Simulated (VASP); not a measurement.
# La in VASP: further runs

The runs below take La through single point, with PBE.

Everything below comes from runs of VASP 6.6.1. Logs are shortened: lines on timing, memory, paths and dates and some standing lists are left out, and cuts for length are marked.

## Step 1: The cell of the first run

The cell holds a slab with vacuum, 4 atoms: a = 3.780 Å, b = 6.103 Å, c = 20.364 Å, α = 90.00°, β = 90.00°, γ = 90.00°.

## Step 2: Single point, PBE

The input, INCAR:

```
SYSTEM = La
PREC = Accurate
ENCUT = 520
EDIFF = 1E-6
ISMEAR = -1
SIGMA = 0.1
LREAL = .False.
LASPH = .True.
NELM = 60
ALGO = Normal
ISIF = 2
LWAVE = .False.
LCHARG = .True.
LDIPOL = .True.
IDIPOL = 3
DIPOL = 0.5 0.5 0.500
GGA = PE
LELF = .True.
LVHAR = .True.
LVACPOTAV = .True.
NBANDS = 30
```

The input, KPOINTS:

```
regular mesh
0
Gamma
  11 7 1
  0 0 0
```

The input, POSCAR:

```
La
1.0
    3.7797227908      0.0000000000      0.0000000000
    0.0000000000      6.1030882614      0.0000000000
    0.0000000000      0.0000000000     20.3644000000
La
4
Direct
    0.0000000000      0.7500000000      0.3928412343
    0.5000000000      0.2500000000      0.4464206170
    0.5000000000      0.7500000000      0.5535793830
    0.0000000000      0.2500000000      0.6071587657
```

Potentials or basis: VASP PAW PBE potentials, release 64 (La).

The run is started by

```console
cat potpaw_PBE.64/La/POTCAR > POTCAR
mpirun -np 1 vasp_std > vasp.out
```

OUTCAR:

```text
SYSTEM = La
   PREC = Accurate
   ENCUT = 520
   EDIFF = 1E-6
   ISMEAR = -1
   LREAL = .False.
   LASPH = .True.
   NELM = 60
   ISIF = 2
   GGA = PE

 ion  position               nearest neighbor table
   1  0.000  0.750  0.393-
   2  0.500  0.250  0.446-
   3  0.500  0.750  0.554-
   4  0.000  0.250  0.607-

  LATTYP: Found a simple orthorhombic cell.
 ALAT       =     3.7797227908
 B/A-ratio  =     1.6146920288
 C/A-ratio  =     5.3878025260

  Lattice vectors:

 A1 = (   3.7797227908,   0.0000000000,   0.0000000000)
 A2 = (   0.0000000000,   6.1030882614,   0.0000000000)
 A3 = (   0.0000000000,   0.0000000000,  20.3644000000)

Analysis of symmetry for initial positions (statically):
=====================================================================
 Subroutine PRICEL returns:
 Original cell was already a primitive cell.

 Routine SETGRP: Setting up the symmetry group for a
 simple orthorhombic supercell.

 Subroutine GETGRP returns: Found  8 space group operations
 (whereof  4 operations were pure point group operations)
 out of a pool of  8 trial point group operations.

The static configuration has the point symmetry C_2h.
 The point group associated with its full space group is D_2h.

Analysis of symmetry for dynamics (positions and initial velocities):
=====================================================================
 Subroutine PRICEL returns:
 Original cell was already a primitive cell.

 Routine SETGRP: Setting up the symmetry group for a
 simple orthorhombic supercell.

 Subroutine GETGRP returns: Found  8 space group operations
 (whereof  4 operations were pure point group operations)
 out of a pool of  8 trial point group operations.

The dynamic configuration has the point symmetry C_2h.
 The point group associated with its full space group is D_2h.

 Subroutine INISYM returns: Found  8 space group operations
 (whereof  4 operations are pure point group operations),
 and found     1 'primitive' translations

----------------------------------------------------------------------------------------

                                     Primitive cell

  volume of cell :     469.7656

  direct lattice vectors                    reciprocal lattice vectors
     3.779722791  0.000000000  0.000000000     0.264569667  0.000000000  0.000000000
     0.000000000  6.103088261  0.000000000     0.000000000  0.163851473  0.000000000
     0.000000000  0.000000000 20.364400000     0.000000000  0.000000000  0.049105301

  length of vectors
     3.779722791  6.103088261 20.364400000     0.264569667  0.163851473  0.049105301

  position of ions in fractional coordinates (direct lattice)
     0.000000000  0.750000000  0.392841234
     0.500000000  0.250000000  0.446420617
     0.500000000  0.750000000  0.553579383
     0.000000000  0.250000000  0.607158766

  ion indices of the primitive-cell ions
   primitive index   ion index
                 1           1
                 2           2
                 3           3
                 4           4

----------------------------------------------------------------------------------------

 KPOINTS: regular mesh

Automatic generation of k-mesh.
 Grid dimensions read from file:
 generate k-points for:   11    7    1

 Generating k-lattice:

  Cartesian coordinates                     Fractional coordinates (reciprocal lattice)
     0.024051788  0.000000000  0.000000000     0.090909091  0.000000000  0.000000000
     0.000000000  0.023407353  0.000000000     0.000000000  0.142857143  0.000000000
     0.000000000  0.000000000  0.049105301     0.000000000  0.000000000  1.000000000

  Length of vectors
     0.024051788  0.023407353  0.049105301

  Shift w.r.t. Gamma in fractional coordinates (k-lattice)
     0.000000000  0.000000000  0.000000000

 Subroutine IBZKPT returns following result:
 ===========================================

 Found     24 irreducible k-points:

 Following reciprocal coordinates:
            Coordinates               Weight
  0.000000  0.000000  0.000000      1.000000
  0.090909  0.000000  0.000000      2.000000
  0.181818  0.000000  0.000000      2.000000
  0.272727  0.000000  0.000000      2.000000
  0.363636  0.000000  0.000000      2.000000
  0.454545  0.000000  0.000000      2.000000
[... 16 lines left out ...]
  0.363636  0.428571  0.000000      4.000000
  0.454545  0.428571  0.000000      4.000000
   k-points           NKPTS =     24   k-points in BZ     NKDIM =     24   number of bands    NBANDS=     30
   number of dos      NEDOS =    301   number of ions     NIONS =      4
   total plane-waves  NPLWV = 215040
   dimension x,y,z NGX =    28 NGY =   48 NGZ =  160
   dimension x,y,z NGXF=    56 NGYF=   96 NGZF=  320
   ions per type =               4
   NGX,Y,Z   is equivalent  to a cutoff of  12.32, 13.08, 13.06 a.u.
   NGXF,Y,Z  is equivalent  to a cutoff of  24.63, 26.15, 26.12 a.u.
 SYSTEM =  La
   PREC   = accura    normal or accurate (medium, high low for compatibility)
   ISTART =      0    job   : 0-new  1-cont  2-samecut
   ICHARG =      2    charge: 1-file 2-atom 10-const
   ISPIN  =      1    spin polarized calculation?
   LNONCOLLINEAR =      F non collinear calculations
   LSORBIT =      F    spin-orbit coupling
   LASPH  =      T    aspherical Exc in radial PAW
   ENCUT  =  520.0 eV  38.22 Ry    6.18 a.u.   7.03 11.35 37.86*2*pi/ulx,y,z
   NELM   =     60;   NELMIN=  2; NELMDL= -5     # of ELM steps
   EDIFF  = 0.1E-05   stopping-criterion for ELM
   LREAL  =      F    real-space projection
   EDIFFG = 0.1E-04   stopping-criterion for IOM
   NSW    =      0    number of steps for IOM
   IBRION =     -1    ionic relax: 0-MD 1-quasi-New 2-CG
   NFREE  =      0    steps in history (QN), initial steepest desc. (CG)
   ISIF   =      2    stress and relaxation
   ISYM   =      2    0-nonsym 1-usesym 2-fastsym
   POTIM  = 0.5000    time-step for ionic-motion
   TEBEG  =    0.0;   TEEND  =   0.0 temperature during run
   PSTRESS=    0.0 pullay stress
   NELECT =      44.0000    total number of electrons
   NUPDOWN=      -1.0000    fix difference up-down
   EMIN   =  10.00;   EMAX   =-10.00  energy-range for DOS
   EFERMI =   0.00;   METHOD = LEGACY
   ISMEAR =    -1;   SIGMA  =   0.10  broadening in eV -4-tet -1-fermi 0-gaus
   EFERMI_NEDOS =   21; number of points for ismear=-14 and -15
   IALGO  =     38    algorithm
   IMIX   =      4    mixing-type and parameters
     AMIX     =   0.40;   BMIX     =  1.00
     AMIX_MAG =   1.60;   BMIX_MAG =  1.00
  volume/ion in A,a.u.               =     117.44       792.53
  Fermi-wavevector in a.u.,A,eV,Ry     =   0.743473  1.404961  7.520653  0.552752
  Thomas-Fermi vector in A             =   1.838597
   LORBIT       =      0    0 simple, 1 ext, 2 COOP (PROOUT), +10 PAW based schemes
   GGA     = PE    functional components
   LHFCALC =     F    Hartree Fock is set to
   AEXX    =    0.0000 exact exchange contribution
   IVDW    =     0    specifies the selected vdW correction
   LEPSILON=     F    determine dielectric tensor
   LRPA    =     F    only Hartree local field effects (RPA)
 non-spin polarized calculation
  energy-cutoff  :      520.00
  volume of cell :      469.77
 maximum number of plane-waves:     12686
   NGX = 15   NGY = 23   NGZ = 75

 number of electron      44.0000000 magnetization

 dipolmoment           0.000000      0.000000      0.000000 electrons x Angstroem

 Free energy of the ion-electron system (eV)
  ---------------------------------------------------
  ext. energy  EPLUGINS =         0.00000000
  ---------------------------------------------------
  free energy    TOTEN  =       -17.43133195 eV

  energy without entropy =      -17.16138318  energy(sigma->0) =      -17.29635756

 E-fermi :   0.5888     XC(G=0):  -4.0072

 val. band max:        0.5867122593   @ k =   0.4545   0.2857   0.0000
 cond. band min:       0.5978865921   @ k =   0.4545   0.1429   0.0000
 fundamental gap:      0.0111743328
 Fermi energy:         0.5888047642

 k-point     1 :       0.0000    0.0000    0.0000
  band No.  band energies     occupation
      1     -32.6937      2.00000
      2     -32.6765      2.00000
      3     -32.2780      2.00000
      4     -32.2333      2.00000
      5     -16.7749      2.00000
      6     -16.5945      2.00000
[... 22 lines left out ...]
     29       1.7751      0.00001
     30       1.8203      0.00001

 k-point     2 :       0.0909    0.0000    0.0000
  band No.  band energies     occupation
      1     -32.6878      2.00000
      2     -32.6718      2.00000
      3     -32.2749      2.00000
      4     -32.2290      2.00000
      5     -16.7523      2.00000
      6     -16.5835      2.00000
[... 22 lines left out ...]
     29       1.5949      0.00009
     30       1.8755      0.00001

 k-point     3 :       0.1818    0.0000    0.0000
  band No.  band energies     occupation
      1     -32.6719      2.00000
      2     -32.6592      2.00000
      3     -32.2667      2.00000
      4     -32.2175      2.00000
      5     -16.6872      2.00000
      6     -16.5672      2.00000
[... 22 lines left out ...]
     29       1.6842      0.00003
     30       1.6847      0.00003

 k-point     4 :       0.2727    0.0000    0.0000
  band No.  band energies     occupation
      1     -32.6507      2.00000
      2     -32.6426      2.00000
      3     -32.2560      2.00000
      4     -32.2023      2.00000
      5     -16.5879      2.00000
      6     -16.5685      2.00000
[... 616 lines left out ...]
     29       1.4827      0.00026
     30       1.5382      0.00015

 k-point    23 :       0.3636    0.4286    0.0000
  band No.  band energies     occupation
      1     -32.6278      2.00000
      2     -32.6270      2.00000
      3     -32.2256      2.00000
      4     -32.2126      2.00000
      5     -16.7166      2.00000
      6     -16.6897      2.00000
[... 22 lines left out ...]
     29       1.8010      0.00001
     30       1.8720      0.00001

 k-point    24 :       0.4545    0.4286    0.0000
  band No.  band energies     occupation
      1     -32.6184      2.00000
      2     -32.6181      2.00000
      3     -32.2173      2.00000
      4     -32.2037      2.00000
      5     -16.7980      2.00000
      6     -16.7700      2.00000
[... 22 lines left out ...]
     29       1.8271      0.00001
     30       1.8888      0.00000

------------------------ aborting loop because EDIFF is reached ----------------------------------------

  FORCE on cell =-STRESS in cart. coord.  units (eV):
  Direction    XX          YY          ZZ          XY          YZ          ZX
  --------------------------------------------------------------------------------------
  -------------------------------------------------------------------------------------
  Total       -1.6720233     -2.2852426     -1.6628176      0.0000000      0.0000000      0.0000000
  in kB       -5.7025838     -7.7940227     -5.6711871      0.0000000      0.0000000      0.0000000
  external PRESSURE =      -6.3892645 kB  Pullay stress =       0.0000000 kB

 VOLUME and BASIS-vectors are now :
 -----------------------------------------------------------------------------
  energy-cutoff  :      520.00
  volume of cell :      469.77
      direct lattice vectors                 reciprocal lattice vectors
     3.779722791  0.000000000  0.000000000     0.264569667  0.000000000  0.000000000
     0.000000000  6.103088261  0.000000000     0.000000000  0.163851473  0.000000000
     0.000000000  0.000000000 20.364400000     0.000000000  0.000000000  0.049105301

 POSITION                                       TOTAL-FORCE (eV/Angst)
 -----------------------------------------------------------------------------------
      0.00000      4.57732      7.99998        -0.000000     -0.000000      0.259495
      1.88986      1.52577      9.09109        -0.000000      0.000000      0.235905
      1.88986      4.57732     11.27331        -0.000000     -0.000000     -0.235905
      0.00000      1.52577     12.36442         0.000000      0.000000     -0.259495
 -----------------------------------------------------------------------------------
    total drift:                               -0.000000     -0.000000      0.000000

  FREE ENERGIE OF THE ION-ELECTRON SYSTEM (eV)
  ---------------------------------------------------
  free  energy   TOTEN  =       -17.4313319495 eV

  energy  without entropy=      -17.1613831804  energy(sigma->0) =      -17.29635756

 vacuum level on the upper side and lower side of the slab         3.549         3.549
```

Run time: 6.4 min. Hardware: 1 thread of AMD EPYC 9R45 (Zen 5), shared host; peak memory 0.62 GiB.

What came out:

- Free energy: -17.4313 eV
- Largest force: 0.259 eV/Å
- Band gap on the k mesh: zero (bands 22 and 23 overlap by 0.36 eV)

Forces on the atoms (eV/Å):
```
La   0.000  0.000  0.259
La   0.000  0.000  0.236
La   0.000  0.000 -0.236
La   0.000  0.000 -0.259
```

Caveat: spin-orbit coupling is left out, which moves the levels of the heavy elements.

## Step 3: Single point, PBE

The input, INCAR:

```
SYSTEM = La
ALGO = Normal ; DIPOL = 0.5 0.5 0.500
EDIFF = 1E-6 ; ENCUT = 520
GGA = PE ; IDIPOL = 3
ISIF = 2 ; ISMEAR = -1
LASPH = .TRUE. ; LCHARG = .FALSE.
LDIPOL = .TRUE. ; LREAL = .FALSE.
LWAVE = .FALSE. ; NBANDS = 30
NELM = 80 ; PREC = Accurate
SIGMA = 0.1
```

The input, KPOINTS:

```
k-points
0
G
  11 7 1
  0 0 0
```

The input, POSCAR:

```
La
1.0
    3.7797227908      0.0000000000      0.0000000000
    0.0000000000      6.1030882614      0.0000000000
    0.0000000000      0.0000000000     20.3644000000
La
4
Direct
    0.0000000000      0.7500000000      0.4005820636
    0.5000000000      0.2500000000      0.4484112511
    0.5000000000      0.7500000000      0.5515887432
    0.0000000000      0.2500000000      0.5994179421
```

Potentials or basis: VASP PAW PBE potentials, release 64 (La).

The run is started by

```console
cat potpaw_PBE.64/La/POTCAR > POTCAR
mpirun -np 1 vasp_std > vasp.out
```

It took 7.6 min on 1 thread of AMD EPYC 9R45 (Zen 5), shared host; peak memory 0.63 GiB.

It converged, with:

```
Free energy            : -17.4811 eV
Largest force          : 0.010 eV/Å
Band gap on the k mesh : zero (bands 22 and 23 overlap by 0.29 eV)
```

Forces in eV/Å, atoms in the order of the input:
```
La   0.000  0.000 -0.010
La   0.000  0.000 -0.006
La   0.000  0.000  0.006
La   0.000  0.000  0.010
```

Levels at points of the mesh, in eV from the Fermi level:
| k point | band 18 | band 19 | band 20 | band 21 | band 22 | band 23 | band 24 | band 25 | band 26 | band 27 |
| --- | --- | --- | --- | --- | --- | --- | --- | --- | --- | --- |
| (0.00, 0.00, 0.00) | -1.65 | -1.45 | -1.24 | -0.67 | 0.11 | 0.53 | 0.78 | 0.90 | 0.99 | 1.10 |

Caveat: spin-orbit coupling is left out, which moves the levels of the heavy elements.

(Continued in part 2 of 2.)

The gap in the log of VASP goes by the Fermi energy; the results here count the filled bands.